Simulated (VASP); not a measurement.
# C (Im-3m) in VASP: a series of runs

The runs below take C through single point, with PBEsol.

Program: VASP 6.6.1. These are calculated values, not measurements. Logs are shortened: lines on timing, memory, paths and dates and some standing lists are left out, and cuts for length are marked.

## Step 1: The cell of the first run

It takes space group Im-3m (No. 229, cubic). The conventional cell has a = 2.405 Å, b = 2.405 Å, c = 2.405 Å, α = 90.00°, β = 90.00°, γ = 90.00°. Within 2.8 Å of C (site symmetry m-3m) lie 14 C at 2.08 to 2.41 Å.

## Step 2: Single point, PBEsol (volume scaled by 1.08)

INCAR reads:

```
SYSTEM = C
PREC = Accurate
ENCUT = 520
EDIFF = 1E-6
ISMEAR = -1
SIGMA = 0.1
LREAL = .FALSE.
LASPH = .TRUE.
NELM = 100
ALGO = Normal
ISIF = 2
LWAVE = .FALSE.
LCHARG = .FALSE.
GGA = PS
NBANDS = 8
```

KPOINTS reads:

```
Automatic mesh
0
G
  21 21 21
  0 0 0
```

POSCAR reads:

```
C
1.0
   -1.2025094480      1.2025094480      1.2025094480
    1.2025094480     -1.2025094480      1.2025094480
    1.2025094480      1.2025094480     -1.2025094480
C
1
Direct
    0.0000000000      0.0000000000      0.0000000000
```

Potentials or basis: VASP PAW PBE potentials, release 64 (C).

Command:

```bash
$ cat potpaw_PBE.64/C/POTCAR > POTCAR
$ mpirun -np 1 vasp_std > vasp.out
```

OUTCAR:

```text
SYSTEM = C
   PREC = Accurate
   ENCUT = 520
   EDIFF = 1E-6
   ISMEAR = -1
   LREAL = .FALSE.
   LASPH = .TRUE.
   NELM = 100
   ISIF = 2
   GGA = PS

 ion  position               nearest neighbor table
   1  0.000  0.000  0.000-

  LATTYP: Found a body centered cubic cell.
 ALAT       =     2.4050188960

  Lattice vectors:

 A1 = (  -1.2025094480,   1.2025094480,   1.2025094480)
 A2 = (   1.2025094480,  -1.2025094480,   1.2025094480)
 A3 = (   1.2025094480,   1.2025094480,  -1.2025094480)

Analysis of symmetry for initial positions (statically):
=====================================================================
 Subroutine PRICEL returns:
 Original cell was already a primitive cell.

 Routine SETGRP: Setting up the symmetry group for a
 body centered cubic supercell.

 Subroutine GETGRP returns: Found 48 space group operations
 (whereof 48 operations were pure point group operations)
 out of a pool of 48 trial point group operations.

The static configuration has the point symmetry O_h .

Analysis of symmetry for dynamics (positions and initial velocities):
=====================================================================
 Subroutine PRICEL returns:
 Original cell was already a primitive cell.

 Routine SETGRP: Setting up the symmetry group for a
 body centered cubic supercell.

 Subroutine GETGRP returns: Found 48 space group operations
 (whereof 48 operations were pure point group operations)
 out of a pool of 48 trial point group operations.

The dynamic configuration has the point symmetry O_h .

 Subroutine INISYM returns: Found 48 space group operations
 (whereof 48 operations are pure point group operations),
 and found     1 'primitive' translations

----------------------------------------------------------------------------------------

                                     Primitive cell

  volume of cell :       6.9555

  direct lattice vectors                    reciprocal lattice vectors
    -1.202509448  1.202509448  1.202509448     0.000000000  0.415797149  0.415797149
     1.202509448 -1.202509448  1.202509448     0.415797149  0.000000000  0.415797149
     1.202509448  1.202509448 -1.202509448     0.415797149  0.415797149  0.000000000

  length of vectors
     2.082807461  2.082807461  2.082807461     0.588025967  0.588025967  0.588025967

  position of ions in fractional coordinates (direct lattice)
     0.000000000  0.000000000  0.000000000

  ion indices of the primitive-cell ions
   primitive index   ion index
                 1           1

----------------------------------------------------------------------------------------

 KPOINTS: Automatic mesh

Automatic generation of k-mesh.
 Grid dimensions read from file:
 generate k-points for:   21   21   21

 Generating k-lattice:

  Cartesian coordinates                     Fractional coordinates (reciprocal lattice)
     0.000000000  0.019799864  0.019799864     0.047619048  0.000000000  0.000000000
     0.019799864  0.000000000  0.019799864     0.000000000  0.047619048  0.000000000
     0.019799864  0.019799864  0.000000000     0.000000000  0.000000000  0.047619048

  Length of vectors
     0.028001237  0.028001237  0.028001237

  Shift w.r.t. Gamma in fractional coordinates (k-lattice)
     0.000000000  0.000000000  0.000000000

 Subroutine IBZKPT returns following result:
 ===========================================

 Found    286 irreducible k-points:

 Following reciprocal coordinates:
            Coordinates               Weight
  0.000000  0.000000  0.000000      1.000000
  0.047619  0.000000  0.000000     12.000000
  0.095238  0.000000  0.000000     12.000000
  0.142857  0.000000  0.000000     12.000000
  0.190476  0.000000  0.000000     12.000000
  0.238095  0.000000  0.000000     12.000000
[... 16 lines left out ...]
  0.142857  0.095238  0.000000     48.000000
  0.190476  0.095238  0.000000     48.000000
 [... further k-points ...]
   k-points           NKPTS =    286   k-points in BZ     NKDIM =    286   number of bands    NBANDS=      8
   number of dos      NEDOS =    301   number of ions     NIONS =      1
   total plane-waves  NPLWV =   4096
   dimension x,y,z NGX =    16 NGY =   16 NGZ =   16
   dimension x,y,z NGXF=    32 NGYF=   32 NGZF=   32
   ions per type =               1
   NGX,Y,Z   is equivalent  to a cutoff of  12.77, 12.77, 12.77 a.u.
   NGXF,Y,Z  is equivalent  to a cutoff of  25.54, 25.54, 25.54 a.u.
 SYSTEM =  C
   PREC   = accura    normal or accurate (medium, high low for compatibility)
   ISTART =      0    job   : 0-new  1-cont  2-samecut
   ICHARG =      2    charge: 1-file 2-atom 10-const
   ISPIN  =      1    spin polarized calculation?
   LNONCOLLINEAR =      F non collinear calculations
   LSORBIT =      F    spin-orbit coupling
   LASPH  =      T    aspherical Exc in radial PAW
   ENCUT  =  520.0 eV  38.22 Ry    6.18 a.u.   3.87  3.87  3.87*2*pi/ulx,y,z
   NELM   =    100;   NELMIN=  2; NELMDL= -5     # of ELM steps
   EDIFF  = 0.1E-05   stopping-criterion for ELM
   LREAL  =      F    real-space projection
   EDIFFG = 0.1E-04   stopping-criterion for IOM
   NSW    =      0    number of steps for IOM
   IBRION =     -1    ionic relax: 0-MD 1-quasi-New 2-CG
   NFREE  =      0    steps in history (QN), initial steepest desc. (CG)
   ISIF   =      2    stress and relaxation
   ISYM   =      2    0-nonsym 1-usesym 2-fastsym
   POTIM  = 0.5000    time-step for ionic-motion
   TEBEG  =    0.0;   TEEND  =   0.0 temperature during run
   PSTRESS=    0.0 pullay stress
   NELECT =       4.0000    total number of electrons
   NUPDOWN=      -1.0000    fix difference up-down
   EMIN   =  10.00;   EMAX   =-10.00  energy-range for DOS
   EFERMI =   0.00;   METHOD = LEGACY
   ISMEAR =    -1;   SIGMA  =   0.10  broadening in eV -4-tet -1-fermi 0-gaus
   EFERMI_NEDOS =   21; number of points for ismear=-14 and -15
   IALGO  =     38    algorithm
   IMIX   =      4    mixing-type and parameters
     AMIX     =   0.40;   BMIX     =  1.00
     AMIX_MAG =   1.60;   BMIX_MAG =  1.00
  volume/ion in A,a.u.               =       6.96        46.94
  Fermi-wavevector in a.u.,A,eV,Ry     =   1.361402  2.572676 25.217242  1.853415
  Thomas-Fermi vector in A             =   2.487981
   LORBIT       =      0    0 simple, 1 ext, 2 COOP (PROOUT), +10 PAW based schemes
   GGA     = PS    functional components
   LHFCALC =     F    Hartree Fock is set to
   AEXX    =    0.0000 exact exchange contribution
   IVDW    =     0    specifies the selected vdW correction
   LEPSILON=     F    determine dielectric tensor
   LRPA    =     F    only Hartree local field effects (RPA)
 non-spin polarized calculation
  energy-cutoff  :      520.00
  volume of cell :        6.96
 maximum number of plane-waves:       198
   NGX =  7   NGY =  7   NGZ =  7

 number of electron       4.0000000 magnetization

 Free energy of the ion-electron system (eV)
  ---------------------------------------------------
  ext. energy  EPLUGINS =         0.00000000
  ---------------------------------------------------
  free energy    TOTEN  =        -5.41215761 eV

  energy without entropy =       -5.39989959  energy(sigma->0) =       -5.40602860

 E-fermi :   7.9367     XC(G=0): -13.0304

 val. band max:        7.9210536591   @ k =  -0.2857   0.4762   0.0476
 cond. band min:       7.9778920565   @ k =   0.2381   0.1905   0.1905
 fundamental gap:      0.0568383973
 Fermi energy:         7.9367196990

 k-point     1 :       0.0000    0.0000    0.0000
  band No.  band energies     occupation
      1     -11.1686      2.00000
      2      16.7047      0.00000
      3      16.7047      0.00000
      4      16.7047      0.00000
      5      40.5064      0.00000
      6      40.5064      0.00000
      7      40.5064      0.00000
      8      41.9160      0.00000

 k-point     2 :       0.0476    0.0000    0.0000
  band No.  band energies     occupation
      1     -11.0697      2.00000
      2      16.4604      0.00000
      3      16.5664      0.00000
      4      16.6752      0.00000
      5      39.7391      0.00000
      6      39.7503      0.00000
      7      40.8525      0.00000
      8      41.9315      0.00000

 k-point     3 :       0.0952    0.0000    0.0000
  band No.  band energies     occupation
      1     -10.7729      2.00000
      2      15.7400      0.00000
      3      16.1847      0.00000
      4      16.5940      0.00000
      5      37.5715      0.00000
      6      38.2208      0.00000
      7      41.8618      0.00000
      8      41.9684      0.00000

 k-point     4 :       0.1429    0.0000    0.0000
  band No.  band energies     occupation
      1     -10.2788      2.00000
      2      14.5663      0.00000
      3      15.6271      0.00000
      4      16.4646      0.00000
      5      35.2922      0.00000
      6      36.5972      0.00000
      7      41.9856      0.00000
      8      42.0124      0.00000

 k-point     5 :       0.1905    0.0000    0.0000
  band No.  band energies     occupation
      1      -9.5889      2.00000
      2      12.9943      0.00000
      3      14.9766      0.00000
      4      16.2964      0.00000
      5      33.3852      0.00000
      6      35.0877      0.00000
      7      41.6099      0.00000
      8      41.9973      0.00000
[... 177 lines left out ...]
 k-point    22 :       0.0952    0.0952    0.0000
  band No.  band energies     occupation
      1      -9.9829      2.00000
      2      14.0769      0.00000
      3      15.3397      0.00000
      4      16.1253      0.00000
      5      34.7221      0.00000
      6      35.6466      0.00000
      7      41.4381      0.00000
      8      41.6391      0.00000

 k-point    23 :       0.1429    0.0952    0.0000
  band No.  band energies     occupation
      1      -9.2937      2.00000
      2      12.7724      0.00000
      3      14.5096      0.00000
      4      15.8613      0.00000
      5      33.2725      0.00000
      6      34.4837      0.00000
      7      41.1828      0.00000
      8      41.8751      0.00000

 k-point    24 :       0.1905    0.0952    0.0000
  band No.  band energies     occupation
      1      -8.4106      2.00000
      2      11.1058      0.00000
      3      13.6548      0.00000
      4      15.5998      0.00000
      5      32.0872      0.00000
      6      33.5387      0.00000
      7      40.9295      0.00000
      8      42.3014      0.00000

 [... further k-points ...]
[... 5 lines left out ...]
  --------------------------------------------------------------------------------------
  -------------------------------------------------------------------------------------
  Total       -0.6130253     -0.6130253     -0.6130253     -0.0000000     -0.0000000      0.0000000
  in kB     -141.2093562   -141.2093562   -141.2093562     -0.0000000     -0.0000000      0.0000000
  external PRESSURE =    -141.2093562 kB  Pullay stress =       0.0000000 kB

 VOLUME and BASIS-vectors are now :
 -----------------------------------------------------------------------------
  energy-cutoff  :      520.00
  volume of cell :        6.96
      direct lattice vectors                 reciprocal lattice vectors
    -1.202509448  1.202509448  1.202509448     0.000000000  0.415797149  0.415797149
     1.202509448 -1.202509448  1.202509448     0.415797149  0.000000000  0.415797149
     1.202509448  1.202509448 -1.202509448     0.415797149  0.415797149  0.000000000

 POSITION                                       TOTAL-FORCE (eV/Angst)
 -----------------------------------------------------------------------------------
      0.00000      0.00000      0.00000        -0.000000      0.000000      0.000000
 -----------------------------------------------------------------------------------
    total drift:                               -0.000000      0.000000      0.000000

  FREE ENERGIE OF THE ION-ELECTRON SYSTEM (eV)
  ---------------------------------------------------
  free  energy   TOTEN  =        -5.4121576099 eV

  energy  without entropy=       -5.3998995936  energy(sigma->0) =       -5.40602860
```

Wall time 4.1 s (1 thread of Intel Xeon 6975P-C, shared host); peak memory 0.12 GiB.

What came out:

| Property | Result |
| --- | --- |
| Free energy | -5.4122 eV |
| Pressure | -14.1 GPa |
| Band gap on the k mesh | zero (band 2 reaches 16.70 eV, above the bottom of band 3 at 3.10 eV) |

Levels at points of the mesh, in eV from the Fermi level:
```tsv
k point	band 1	band 2	band 3	band 4	band 5	band 6
(0.00, 0.00, 0.00)	-19.11	8.77	8.77	8.77	32.57	32.57
```

Caveat: the PAW data sets were made with another functional, which shifts forces and pressure a little.

(Continued in part 2 of 2.)
